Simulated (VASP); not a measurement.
Here is a VASP 6.6.1 calculation.

File POSCAR:

```
Ta
1.0
    2.8297778703      0.0000000000      0.0000000000
    0.0000000000      2.8297778703      0.0000000000
    0.0000000000      0.0000000000      2.8297778703
Ta
1
Direct
    0.0000000000      0.0000000000      0.0000000000
```

INCAR.step1

```
ALGO = Normal
EDIFF = 1E-4
ENCUT = 520
GGA = PE
ISMEAR = -1
LASPH = True
LCHARG = False
LREAL = False
LWAVE = True
NBANDS = 12
NELM = 60
PREC = Accurate
SIGMA = 0.1
```

INCAR.step2

```
ALGO = Normal
EDIFF = 1E-7
ENCUT = 520
ISIF = 2
ISMEAR = -1
ISTART = 1
LASPH = True
LCHARG = False
LMIXTAU = True
LREAL = False
LWAVE = False
METAGGA = R2SCAN
NBANDS = 12
NELM = 60
PREC = Accurate
SIGMA = 0.1
```

File KPOINTS:

```
k-points
0
Gamma
  13 13 13
```

Potentials or basis: VASP PAW PBE potentials, release 64 (Ta_pv).

Launch:

```sh
$ cat potpaw_PBE.64/Ta_pv/POTCAR > POTCAR
$ cp INCAR.step1 INCAR
$ mpirun -np 1 vasp_std > vasp.out
$ cp INCAR.step2 INCAR
$ mpirun -np 1 vasp_std > vasp.out
```

Q: Estimate the pressure.

A: -12.9 GPa.

Q: Predict the band gap on the k mesh.

A: Zero (an odd number of electrons rules out a gap without spin polarisation).

Caveat: the cell stands under tension; the PAW data sets were made with another functional, which shifts forces and pressure a little; spin-orbit coupling is left out, which moves the levels of the heavy elements.
